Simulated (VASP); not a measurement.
# C (Fd-3m) in VASP: notebook, part 2 of 2

VASP 6.6.1.

## 4. Single point, PBE+D3(BJ)

This run uses another cell than the first one, of 5.44 Å³/atom, 0.941 times its volume.

INCAR reads:

```
SYSTEM = C
ALGO = Normal
EDIFF = 1E-7
ENCUT = 520
GGA = PE
ISIF = 2
ISMEAR = -1
IVDW = 12
LASPH = .TRUE.
LCHARG = .FALSE.
LREAL = .FALSE.
LWAVE = .FALSE.
NBANDS = 11
NELM = 60
PREC = Accurate
SIGMA = 0.05
```

KPOINTS reads:

```
k-points
0
G
  13 13 13
  0 0 0
```

POSCAR reads:

```
C
1.0
    0.0000000000      1.7592674508      1.7592674508
    1.7592674508      0.0000000000      1.7592674508
    1.7592674508      1.7592674508      0.0000000000
C
2
Direct
    0.7500000000      0.7500000000      0.7500000000
    0.5000000000      0.5000000000      0.5000000000
```

Potentials or basis: VASP PAW PBE potentials, release 64 (C).

Started as:

```console
cat potpaw_PBE.64/C/POTCAR > POTCAR
mpirun -np 1 vasp_std > vasp.out
```

OUTCAR:

```text
SYSTEM = C
   EDIFF = 1E-7
   ENCUT = 520
   GGA = PE
   ISIF = 2
   ISMEAR = -1
   IVDW = 12
   LASPH = .TRUE.
   LREAL = .FALSE.
   NELM = 60
   PREC = Accurate
 IVDW          = 12

 ion  position               nearest neighbor table
   1  0.750  0.750  0.750-   2 1.52   2 1.52   2 1.52   2 1.52
   2  0.500  0.500  0.500-   1 1.52   1 1.52   1 1.52   1 1.52

  LATTYP: Found a face centered cubic cell.
 ALAT       =     3.5185349016

  Lattice vectors:

 A1 = (   0.0000000000,   1.7592674508,   1.7592674508)
 A2 = (   1.7592674508,   0.0000000000,   1.7592674508)
 A3 = (   1.7592674508,   1.7592674508,   0.0000000000)

Analysis of symmetry for initial positions (statically):
=====================================================================
 Subroutine PRICEL returns:
 Original cell was already a primitive cell.

 Routine SETGRP: Setting up the symmetry group for a
 face centered cubic supercell.

 Subroutine GETGRP returns: Found 48 space group operations
 (whereof 24 operations were pure point group operations)
 out of a pool of 48 trial point group operations.

The static configuration has the point symmetry T_d .
 The point group associated with its full space group is O_h .

Analysis of symmetry for dynamics (positions and initial velocities):
=====================================================================
 Subroutine PRICEL returns:
 Original cell was already a primitive cell.

 Routine SETGRP: Setting up the symmetry group for a
 face centered cubic supercell.

 Subroutine GETGRP returns: Found 48 space group operations
 (whereof 24 operations were pure point group operations)
 out of a pool of 48 trial point group operations.

The dynamic configuration has the point symmetry T_d .
 The point group associated with its full space group is O_h .

 Subroutine INISYM returns: Found 48 space group operations
 (whereof 24 operations are pure point group operations),
 and found     1 'primitive' translations

[... 121 lines left out ...]
   AEXX    =    0.0000 exact exchange contribution
   IVDW    =    12    specifies the selected vdW correction
   LEPSILON=     F    determine dielectric tensor
   LRPA    =     F    only Hartree local field effects (RPA)
 non-spin polarized calculation
  energy-cutoff  :      520.00
  volume of cell :       10.89
 maximum number of plane-waves:       304
   NGX =  9   NGY =  9   NGZ =  9

 number of electron       7.9999999 magnetization

 Free energy of the ion-electron system (eV)
  ---------------------------------------------------
  ext. energy  EPLUGINS =         0.00000000
  ---------------------------------------------------
  free energy    TOTEN  =       -18.15084128 eV

  energy without entropy =      -18.15084128  energy(sigma->0) =      -18.15084128

 E-fermi :  11.2216     XC(G=0): -13.4569

 val. band max:       10.3297157309   @ k =   0.0000   0.0000   0.0000
 cond. band min:      14.5606073605   @ k =   0.3846   0.3846   0.0000
 fundamental gap:      4.2308916297
 Fermi energy:        11.2215632906

 k-point     1 :       0.0000    0.0000    0.0000
  band No.  band energies     occupation
      1     -11.7040      2.00000
      2      10.3297      2.00000
      3      10.3297      2.00000
      4      10.3297      2.00000
      5      16.0328      0.00000
      6      16.0328      0.00000
      7      16.0328      0.00000
      8      24.6103      0.00000
      9      30.1552      0.00000
     10      37.3175      0.00000
     11      37.3175      0.00000
[... 309 lines left out ...]
 k-point    24 :       0.4615    0.1538    0.0000
  band No.  band energies     occupation
      1      -6.5288      2.00000
      2      -1.2456      2.00000
      3       5.7655      2.00000
      4       6.2699      2.00000
      5      17.5700      0.00000
      6      21.1963      0.00000
      7      21.7419      0.00000
      8      24.6430      0.00000
      9      31.4433      0.00000
     10      34.3814      0.00000
     11      37.9994      0.00000

 [... further k-points ...]

------------------------ aborting loop because EDIFF is reached ----------------------------------------

 Edisp (eV)   -0.39850

 E8    (eV) :    -0.1147

  FORCE on cell =-STRESS in cart. coord.  units (eV):
  Direction    XX          YY          ZZ          XY          YZ          ZX
  --------------------------------------------------------------------------------------
  -------------------------------------------------------------------------------------
  Total       1.09504     1.09504     1.09504     0.00000    -0.00000     0.00000
  in kB     161.10764   161.10764   161.10764     0.00000    -0.00000     0.00000
  external pressure =      161.11 kB  Pullay stress =        0.00 kB

 VOLUME and BASIS-vectors are now :
 -----------------------------------------------------------------------------
  energy-cutoff  :      520.00
  volume of cell :       10.89
      direct lattice vectors                 reciprocal lattice vectors
     0.000000000  1.759267451  1.759267451    -0.284209203  0.284209203  0.284209203
     1.759267451  0.000000000  1.759267451     0.284209203 -0.284209203  0.284209203
     1.759267451  1.759267451  0.000000000     0.284209203  0.284209203 -0.284209203

 POSITION                                       TOTAL-FORCE (eV/Angst)
 -----------------------------------------------------------------------------------
      2.63890      2.63890      2.63890         0.000000      0.000000      0.000000
      1.75927      1.75927      1.75927        -0.000000     -0.000000     -0.000000
 -----------------------------------------------------------------------------------
    total drift:                                0.000000     -0.000000      0.000000

  FREE ENERGIE OF THE ION-ELECTRON SYSTEM (eV)
  ---------------------------------------------------
  free  energy   TOTEN  =       -18.5493426294 eV

  energy  without entropy=      -18.5493426293  energy(sigma->0) =      -18.54934263
```

OSZICAR:

```text
N       E                     dE             d eps       ncg     rms          rms(c)
DAV:   1     0.256236841477E+01    0.25624E+01   -0.48010E+03  1926   0.705E+02
DAV:   2    -0.184613545137E+02   -0.21024E+02   -0.20447E+02  2416   0.131E+02
DAV:   3    -0.188711024692E+02   -0.40975E+00   -0.40857E+00  2183   0.140E+01
DAV:   4    -0.188717580694E+02   -0.65560E-03   -0.65559E-03  1973   0.688E-01
DAV:   5    -0.188717587643E+02   -0.69493E-06   -0.69490E-06  2140   0.214E-02    0.586E+00
DAV:   6    -0.183307601508E+02    0.54100E+00   -0.28242E-01  1899   0.378E+00    0.351E+00
DAV:   7    -0.181488599810E+02    0.18190E+00   -0.34167E-01  2010   0.420E+00    0.826E-01
DAV:   8    -0.181507834059E+02   -0.19234E-02   -0.93166E-03  1950   0.730E-01    0.450E-02
DAV:   9    -0.181508204426E+02   -0.37037E-04   -0.61752E-05  2191   0.633E-02    0.255E-02
DAV:  10    -0.181508411863E+02   -0.20744E-04   -0.14885E-05  1976   0.345E-02    0.540E-03
DAV:  11    -0.181508412820E+02   -0.95717E-07   -0.25406E-07  2269   0.462E-03
   1 F= -.18549343E+02 E0= -.18549343E+02  d E =-.478612E-10
```

Wall time 6 s (1 thread of AMD EPYC 9R45 (Zen 5), shared host); peak memory 0.1 GiB.

Results:

* Free energy: -18.5493 eV
* Pressure: 16.1 GPa
* Band gap on the k mesh: 4.23 eV, indirect (least direct gap 5.70 eV)
* Dispersion energy per atom: -0.199 eV

A k mesh can miss the band edges. As with any semilocal functional, this PBE gap is likely too small.

## 5. Single point, RPBE

This run uses another cell than the first one, of 5.33 Å³/atom, 0.922 times its volume.

INCAR reads:

```
SYSTEM = C
PREC = Accurate
ENCUT = 520
EDIFF = 1E-7
ISMEAR = -1
SIGMA = 0.05
LREAL = .FALSE.
LASPH = .TRUE.
NELM = 100
ALGO = Normal
ISIF = 2
LWAVE = .FALSE.
LCHARG = .FALSE.
GGA = RP
NBANDS = 11
```

KPOINTS reads:

```
Automatic mesh
0
G
  13 13 13
  0 0 0
```

POSCAR reads:

```
C
1.0
    0.0000000000      1.7469644787      1.7469644787
    1.7469644787      0.0000000000      1.7469644787
    1.7469644787      1.7469644787      0.0000000000
C
2
Direct
    0.7500000000      0.7500000000      0.7500000000
    0.5000000000      0.5000000000      0.5000000000
```

Started as:

```console
cat potpaw_PBE.64/C/POTCAR > POTCAR
mpirun -np 1 vasp_std > vasp.out
```

Run time: 6.2 s. Hardware: 1 thread of AMD EPYC 9R45 (Zen 5), shared host; peak memory 0.09 GiB.

Results (log left out):

| Item | Value |
| --- | --- |
| Free energy | -17.1281 eV |
| Pressure | 39.7 GPa |
| Band gap on the k mesh | 4.26 eV, indirect (least direct gap 5.76 eV) |

Levels at points of the mesh, in eV from the valence-band top:
```tsv
k point	band 1	band 2	band 3	band 4	band 5	band 6	band 7	band 8	band 9
(0.00, 0.00, 0.00)	-22.41	0.00	0.00	0.00	5.76	5.76	5.76	14.72	20.21
```

Caveat: the PAW data sets were made with another functional, which shifts forces and pressure a little. A k mesh can miss the band edges.

## 6. Single point, RPBE

This run uses another cell than the first one, of 5.44 Å³/atom, 0.941 times its volume.

INCAR reads:

```
PREC = Accurate ; ENCUT = 520
EDIFF = 1E-6 ; ISMEAR = -1
SIGMA = 0.05 ; LREAL = F
LASPH = T ; NELM = 60
ALGO = Normal ; ISIF = 2
LWAVE = F ; LCHARG = T
GGA = RP ; LELF = T
LVHAR = T ; NBANDS = 11
```

KPOINTS reads:

```
Automatic mesh
0
Gamma
  13 13 13
```

POSCAR reads:

```
C
1.0
    0.0000000000      1.7592674508      1.7592674508
    1.7592674508      0.0000000000      1.7592674508
    1.7592674508      1.7592674508      0.0000000000
C
2
Direct
    0.7500000000      0.7500000000      0.7500000000
    0.5000000000      0.5000000000      0.5000000000
```

Potentials or basis: VASP PAW PBE potentials, release 64 (C).

Started as:

```console
cat potpaw_PBE.64/C/POTCAR > POTCAR
mpirun -np 1 vasp_std > vasp.out
```

Wall time 6.2 s (1 thread of AMD EPYC 9R45 (Zen 5), shared host); peak memory 0.09 GiB.

Results (log left out):

```
Free energy            : -17.1765 eV
Pressure               : 28.3 GPa
Band gap on the k mesh : 4.22 eV, indirect (least direct gap 5.70 eV)
```

Levels at points of the mesh, in eV from the valence-band top:
| k point | band 2 | band 3 | band 4 | band 5 | band 6 | band 7 |
| --- | --- | --- | --- | --- | --- | --- |
| (0.00, 0.00, 0.00) | 0.00 | 0.00 | 0.00 | 5.70 | 5.70 | 5.70 |

Caveat: the PAW data sets were made with another functional, which shifts forces and pressure a little.

## 7. The runs side by side

| level | cell | gap on the mesh (eV) | pressure (GPa) |
| --- | --- | --- | --- |
| BLYP+D3(BJ) | a = 2.539 Å, angles 60.0°, 2 atoms | 4.42 | -6.7 |
| PBE+D3(BJ) | a = 2.471 Å, angles 60.0°, 2 atoms | 4.28 | 27.1 |
| PBE+D3(BJ) | a = 2.488 Å, angles 60.0°, 2 atoms | 4.23 | 16.1 |
| RPBE | a = 2.471 Å, angles 60.0°, 2 atoms | 4.26 | 39.7 |
| RPBE | a = 2.488 Å, angles 60.0°, 2 atoms | 4.22 | 28.3 |

Alike in all rows: task single point; potentials or basis VASP PAW PBE potentials, release 64 (C); no spin polarisation; k mesh 13 × 13 × 13; cutoff (eV) 520; smearing fermi-dirac 0.05 eV.

Caveats: the PAW data sets were made with another functional, which shifts forces and pressure a little (some runs).

Absolute energies hang on the potentials; compare differences alone.
